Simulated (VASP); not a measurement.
# S (R-3m) in VASP: a series of runs

The runs below take S through single point, relaxation of cell and atoms, with PBE.

All numbers are computed with VASP 6.6.1; they aren't measurements. Logs are shortened: lines on timing, memory, paths and dates and some standing lists are left out, and cuts for length are marked.

## (1) The cell of the first run

The structure is trigonal, space group R-3m (No. 166). Conventional cell: a = 3.375 Å, b = 3.375 Å, c = 2.670 Å, α = 90.00°, β = 90.00°, γ = 120.00°. Within 2.8 Å of S (site symmetry -3m) lie 14 S at 2.14 to 2.67 Å.

## (2) Single point, PBE

Input file INCAR:

```
  ALGO = Normal
  EDIFF = 1E-6
  ENCUT = 520
  GGA = PE
  ISIF = 2
  ISMEAR = -1
  LASPH = T
  LCHARG = T
  LELF = T
  LREAL = F
  LVHAR = T
  LWAVE = F
  NBANDS = 9
  NELM = 100
  PREC = Accurate
  SIGMA = 0.1
```

Input file KPOINTS:

```
k-points
0
Gamma
  21 21 21
```

Input file POSCAR:

```
S
1.0
    1.6873435123      0.9741882310      0.8900914473
   -1.6873435123      0.9741882310      0.8900914473
    0.0000000000     -1.9483764620      0.8900914474
S
1
Direct
    0.0000000000      0.0000000000      0.0000000000
```

Potentials or basis: VASP PAW PBE potentials, release 64 (S).

On the command line:

```
cat potpaw_PBE.64/S/POTCAR > POTCAR
mpirun -np 1 vasp_std > vasp.out
```

OUTCAR:

```text
EDIFF = 1E-6
   ENCUT = 520
   GGA = PE
   ISIF = 2
   ISMEAR = -1
   LASPH = T
   LREAL = F
   NELM = 100
   PREC = Accurate

 ion  position               nearest neighbor table
   1  0.000  0.000  0.000-

  LATTYP: Found a trigonal (rhomboedric) cell.
 ALAT       =     2.1420629362
 COS(alpha) =    -0.2410022081

  Lattice vectors:

 A1 = (   1.6873435123,   0.9741882310,   0.8900914473)
 A2 = (  -1.6873435123,   0.9741882310,   0.8900914473)
 A3 = (   0.0000000000,  -1.9483764620,   0.8900914474)

Analysis of symmetry for initial positions (statically):
=====================================================================
 Subroutine PRICEL returns:
 Original cell was already a primitive cell.

 Routine SETGRP: Setting up the symmetry group for a
 trigonal (rhombohedral) supercell.

 Subroutine GETGRP returns: Found 12 space group operations
 (whereof 12 operations were pure point group operations)
 out of a pool of 12 trial point group operations.

The static configuration has the point symmetry D_3d.

Analysis of symmetry for dynamics (positions and initial velocities):
=====================================================================
 Subroutine PRICEL returns:
 Original cell was already a primitive cell.

 Routine SETGRP: Setting up the symmetry group for a
 trigonal (rhombohedral) supercell.

 Subroutine GETGRP returns: Found 12 space group operations
 (whereof 12 operations were pure point group operations)
 out of a pool of 12 trial point group operations.

The dynamic configuration has the point symmetry D_3d.

 Subroutine INISYM returns: Found 12 space group operations
 (whereof 12 operations are pure point group operations),
 and found     1 'primitive' translations

----------------------------------------------------------------------------------------

                                     Primitive cell

  volume of cell :       8.7787

  direct lattice vectors                    reciprocal lattice vectors
     1.687343512  0.974188231  0.890091447     0.296323775  0.171082612  0.374493356
    -1.687343512  0.974188231  0.890091447    -0.296323775  0.171082612  0.374493356
     0.000000000 -1.948376462  0.890091447     0.000000000 -0.342165223  0.374493356

  length of vectors
     2.142062936  2.142062936  2.142062936     0.507269468  0.507269468  0.507269468

  position of ions in fractional coordinates (direct lattice)
     0.000000000  0.000000000  0.000000000

  ion indices of the primitive-cell ions
   primitive index   ion index
                 1           1

----------------------------------------------------------------------------------------

 KPOINTS: k-points

Automatic generation of k-mesh.
 Grid dimensions read from file:
 generate k-points for:   21   21   21

 Generating k-lattice:

  Cartesian coordinates                     Fractional coordinates (reciprocal lattice)
     0.014110656  0.008146791  0.017833017     0.047619048  0.000000000  0.000000000
    -0.014110656  0.008146791  0.017833017     0.000000000  0.047619048  0.000000000
     0.000000000 -0.016293582  0.017833017     0.000000000  0.000000000  0.047619048

  Length of vectors
     0.024155689  0.024155689  0.024155689

  Shift w.r.t. Gamma in fractional coordinates (k-lattice)
     0.000000000  0.000000000  0.000000000

 Subroutine IBZKPT returns following result:
 ===========================================

 Found    891 irreducible k-points:

 Following reciprocal coordinates:
            Coordinates               Weight
  0.000000  0.000000  0.000000      1.000000
  0.047619  0.000000  0.000000      6.000000
  0.095238  0.000000  0.000000      6.000000
  0.142857  0.000000 -0.000000      6.000000
  0.190476  0.000000  0.000000      6.000000
  0.238095  0.000000 -0.000000      6.000000
[... 16 lines left out ...]
 -0.428571  0.047619  0.000000     12.000000
 -0.380952  0.047619  0.000000     12.000000
 [... further k-points ...]
   k-points           NKPTS =    891   k-points in BZ     NKDIM =    891   number of bands    NBANDS=      9
   number of dos      NEDOS =    301   number of ions     NIONS =      1
   total plane-waves  NPLWV =   4096
   dimension x,y,z NGX =    16 NGY =   16 NGZ =   16
   dimension x,y,z NGXF=    32 NGYF=   32 NGZF=   32
   ions per type =               1
   NGX,Y,Z   is equivalent  to a cutoff of  12.42, 12.42, 12.42 a.u.
   NGXF,Y,Z  is equivalent  to a cutoff of  24.84, 24.84, 24.84 a.u.
 SYSTEM =  unknown system
   PREC   = accura    normal or accurate (medium, high low for compatibility)
   ISTART =      0    job   : 0-new  1-cont  2-samecut
   ICHARG =      2    charge: 1-file 2-atom 10-const
   ISPIN  =      1    spin polarized calculation?
   LNONCOLLINEAR =      F non collinear calculations
   LSORBIT =      F    spin-orbit coupling
   LASPH  =      T    aspherical Exc in radial PAW
   ENCUT  =  520.0 eV  38.22 Ry    6.18 a.u.   3.98  3.98  3.98*2*pi/ulx,y,z
   NELM   =    100;   NELMIN=  2; NELMDL= -5     # of ELM steps
   EDIFF  = 0.1E-05   stopping-criterion for ELM
   LREAL  =      F    real-space projection
   EDIFFG = 0.1E-04   stopping-criterion for IOM
   NSW    =      0    number of steps for IOM
   IBRION =     -1    ionic relax: 0-MD 1-quasi-New 2-CG
   NFREE  =      0    steps in history (QN), initial steepest desc. (CG)
   ISIF   =      2    stress and relaxation
   ISYM   =      2    0-nonsym 1-usesym 2-fastsym
   POTIM  = 0.5000    time-step for ionic-motion
   TEBEG  =    0.0;   TEEND  =   0.0 temperature during run
   PSTRESS=    0.0 pullay stress
   NELECT =       6.0000    total number of electrons
   NUPDOWN=      -1.0000    fix difference up-down
   EMIN   =  10.00;   EMAX   =-10.00  energy-range for DOS
   EFERMI =   0.00;   METHOD = LEGACY
   ISMEAR =    -1;   SIGMA  =   0.10  broadening in eV -4-tet -1-fermi 0-gaus
   EFERMI_NEDOS =   21; number of points for ismear=-14 and -15
   IALGO  =     38    algorithm
   IMIX   =      4    mixing-type and parameters
     AMIX     =   0.40;   BMIX     =  1.00
     AMIX_MAG =   1.60;   BMIX_MAG =  1.00
  volume/ion in A,a.u.               =       8.78        59.24
  Fermi-wavevector in a.u.,A,eV,Ry     =   1.442053  2.725085 28.293536  2.079516
  Thomas-Fermi vector in A             =   2.560616
   LORBIT       =      0    0 simple, 1 ext, 2 COOP (PROOUT), +10 PAW based schemes
   GGA     = PE    functional components
   LHFCALC =     F    Hartree Fock is set to
   AEXX    =    0.0000 exact exchange contribution
   IVDW    =     0    specifies the selected vdW correction
   LEPSILON=     F    determine dielectric tensor
   LRPA    =     F    only Hartree local field effects (RPA)
 non-spin polarized calculation
  energy-cutoff  :      520.00
  volume of cell :        8.78
 maximum number of plane-waves:       248
   NGX =  7   NGY =  7   NGZ =  7

 number of electron       6.0000001 magnetization

 Free energy of the ion-electron system (eV)
  ---------------------------------------------------
  ext. energy  EPLUGINS =         0.00000000
  ---------------------------------------------------
  free energy    TOTEN  =        -1.09091639 eV

  energy without entropy =       -1.08123580  energy(sigma->0) =       -1.08607609

 E-fermi :  18.9665     XC(G=0): -14.0625

 val. band max:       18.9663995969   @ k =  -0.4762   0.2381   0.1429
 cond. band min:      18.9675722847   @ k =   0.0952   0.0952   0.0952
 fundamental gap:      0.0011726879
 Fermi energy:        18.9665136510

 k-point     1 :       0.0000    0.0000    0.0000
  band No.  band energies     occupation
      1      -6.4705      2.00000
      2      23.0592      0.00000
      3      26.2702      0.00000
      4      26.2702      0.00000
      5      27.1052      0.00000
      6      27.1052      0.00000
      7      34.6754      0.00000
      8      40.7588      0.00000
      9      40.7588      0.00000

 k-point     2 :       0.0476    0.0000    0.0000
  band No.  band energies     occupation
      1      -6.3895      2.00000
      2      22.5866      0.00000
      3      24.6934      0.00000
      4      25.9230      0.00000
      5      27.4807      0.00000
      6      28.9965      0.00000
      7      34.7659      0.00000
      8      40.3016      0.00000
      9      40.3976      0.00000

 k-point     3 :       0.0952    0.0000    0.0000
  band No.  band energies     occupation
      1      -6.1469      2.00000
      2      20.8154      0.00000
      3      23.8424      0.00000
      4      25.4033      0.00000
      5      28.0588      0.00000
      6      31.1463      0.00000
      7      34.9164      0.00000
      8      39.3715      0.00000
      9      39.8320      0.00000

 k-point     4 :       0.1429    0.0000   -0.0000
  band No.  band energies     occupation
      1      -5.7435      2.00000
      2      18.4687      1.98631
      3      23.4890      0.00000
      4      24.9429      0.00000
      5      28.5289      0.00000
      6      33.0119      0.00000
      7      34.8965      0.00000
      8      38.5244      0.00000
      9      39.7484      0.00000
[... 205 lines left out ...]
 k-point    22 :      -0.4762    0.0476    0.0000
  band No.  band energies     occupation
      1       0.6757      2.00000
      2       4.5086      2.00000
      3      22.0261      0.00000
      4      24.3025      0.00000
      5      26.6700      0.00000
      6      30.4321      0.00000
      7      41.5887      0.00000
      8      43.4720      0.00000
      9      46.2321      0.00000

 k-point    23 :      -0.4286    0.0476    0.0000
  band No.  band energies     occupation
      1      -0.5105      2.00000
      2       6.0683      2.00000
      3      22.3600      0.00000
      4      24.7983      0.00000
      5      26.4304      0.00000
      6      30.3990      0.00000
      7      40.3310      0.00000
      8      42.4055      0.00000
      9      44.9802      0.00000

 k-point    24 :      -0.3810    0.0476    0.0000
  band No.  band energies     occupation
      1      -1.7228      2.00000
      2       7.9378      2.00000
      3      22.6849      0.00000
      4      25.3047      0.00000
      5      26.3860      0.00000
      6      30.5730      0.00000
      7      38.9690      0.00000
      8      40.9363      0.00000
      9      43.8506      0.00000

 [... further k-points ...]

------------------------ aborting loop because EDIFF is reached ----------------------------------------

  FORCE on cell =-STRESS in cart. coord.  units (eV):
  Direction    XX          YY          ZZ          XY          YZ          ZX
  --------------------------------------------------------------------------------------
  -------------------------------------------------------------------------------------
  Total        8.6697968      8.6697968      8.6651352      0.0000000     -0.0000000     -0.0000000
  in kB     1582.2942020   1582.2942019   1581.4434267      0.0000000     -0.0000001     -0.0000000
  external PRESSURE =    1582.0106102 kB  Pullay stress =       0.0000000 kB

 VOLUME and BASIS-vectors are now :
 -----------------------------------------------------------------------------
  energy-cutoff  :      520.00
  volume of cell :        8.78
      direct lattice vectors                 reciprocal lattice vectors
     1.687343512  0.974188231  0.890091447     0.296323775  0.171082612  0.374493356
    -1.687343512  0.974188231  0.890091447    -0.296323775  0.171082612  0.374493356
     0.000000000 -1.948376462  0.890091447     0.000000000 -0.342165223  0.374493356

 POSITION                                       TOTAL-FORCE (eV/Angst)
 -----------------------------------------------------------------------------------
      0.00000      0.00000      0.00000         0.000000     -0.000000      0.000000
 -----------------------------------------------------------------------------------
    total drift:                                0.000000      0.000000     -0.000000

  FREE ENERGIE OF THE ION-ELECTRON SYSTEM (eV)
  ---------------------------------------------------
  free  energy   TOTEN  =        -1.0909163939 eV

  energy  without entropy=       -1.0812357953  energy(sigma->0) =       -1.08607609
```

It took 10 s on 1 thread of Intel Xeon 6975P-C (Granite Rapids), shared host; peak memory 0.16 GiB.

Results:

```
Free energy            : -1.0909 eV
Pressure               : 158.2 GPa
Band gap on the k mesh : zero (bands 3 and 4 overlap by 14.11 eV)
```

Levels at points of the mesh, in eV from the Fermi level:
| k point | band 1 | band 2 | band 3 | band 4 | band 5 | band 6 | band 7 | band 8 |
| --- | --- | --- | --- | --- | --- | --- | --- | --- |
| (0.00, 0.00, 0.00) | -25.44 | 4.09 | 7.30 | 7.30 | 8.14 | 8.14 | 15.71 | 21.79 |

Caveat: the cell stands under pressure.

## (3) Relaxation of cell and atoms, PBE, target pressure 160 GPa, at which the enthalpy is minimised

This run uses another cell than the first one, of 8.74 Å³/atom.

Input file INCAR:

```
SYSTEM = S
PREC = Accurate
ENCUT = 600
EDIFF = 1E-6
ISMEAR = -1
SIGMA = 0.1
LREAL = .FALSE.
LASPH = .TRUE.
NELM = 100
ALGO = Normal
ISIF = 3
LWAVE = .FALSE.
LCHARG = .FALSE.
GGA = PE
IBRION = 2
NSW = 80
EDIFFG = -0.002
PSTRESS = 1600.0
```

Input file KPOINTS:

```
regular mesh
0
G
  21 21 21
  0 0 0
```

Input file POSCAR:

```
S
1.0
    1.6951927729      0.9787200038      0.8775090794
   -1.6951927729      0.9787200038      0.8775090794
    0.0000000000     -1.9574400075      0.8775090795
S
1
Direct
    0.0000000000      0.0000000000      0.0000000000
```

Potentials or basis: VASP PAW PBE potentials, release 64 (S).

On the command line:

```
cat potpaw_PBE.64/S/POTCAR > POTCAR
mpirun -np 1 vasp_std > vasp.out
```

It took 60 s on 1 thread of Intel Xeon 6975P-C (Granite Rapids), shared host; peak memory 0.16 GiB.

Results (log left out):

| Quantity | Value |
| --- | --- |
| Free energy | -1.0619 eV |
| Relaxed volume | 8.75 Å³/atom |
| Relaxed cell | a = 2.140 Å, b = 2.140 Å, c = 2.140 Å, α = 103.96°, β = 103.96°, γ = 103.96° |
| Space group after relaxing (to 0.1 Å) | R-3m (No. 166) |
| Energy change on relaxing (the run minimises the enthalpy) | -16.5 meV/atom |
| Ionic steps | 8 |
| Pressure after relaxing | 160.0 GPa |
| Band gap on the k mesh | zero (bands 3 and 4 overlap by 14.18 eV) |

Step by step:
| step | energy change (eV) | largest force (eV/Å) | pressure (GPa) | volume (Å³) |
| --- | --- | --- | --- | --- |
| 1 | 0.0000 | 0.0000 | 159.85 | 8.74 |
| 2 | 0.0103 | 0.0000 | 162.15 | 8.72 |
| 3 | 0.0047 | 0.0000 | 161.28 | 8.73 |
| 4 | -0.0760 | 0.0000 | 156.47 | 8.81 |
| 5 | -0.0170 | 0.0000 | 159.98 | 8.75 |
| 6 | -0.0165 | 0.0000 | 160.00 | 8.75 |
| 7 | -0.0165 | 0.0000 | 160.03 | 8.75 |
| 8 | -0.0165 | 0.0000 | 160.02 | 8.75 |

Final structure:
```
S
1.0
     1.68577    0.97328    0.88869
    -1.68577    0.97328    0.88869
     0.00000   -1.94656    0.88869
S
1
Direct
  0.00000 0.00000 0.00000
```

Levels at points of the mesh, in eV from the Fermi level:
| k point | band 1 | band 2 | band 3 | band 4 | band 5 | band 6 | band 7 |
| --- | --- | --- | --- | --- | --- | --- | --- |
| (0.00, 0.00, 0.00) | -25.49 | 4.12 | 7.34 | 7.34 | 8.14 | 8.14 | 15.72 |

Caveat: the cell is relaxed towards a set pressure, so the run minimises the enthalpy, not the energy.

(Part 1 of 2 ends here.)
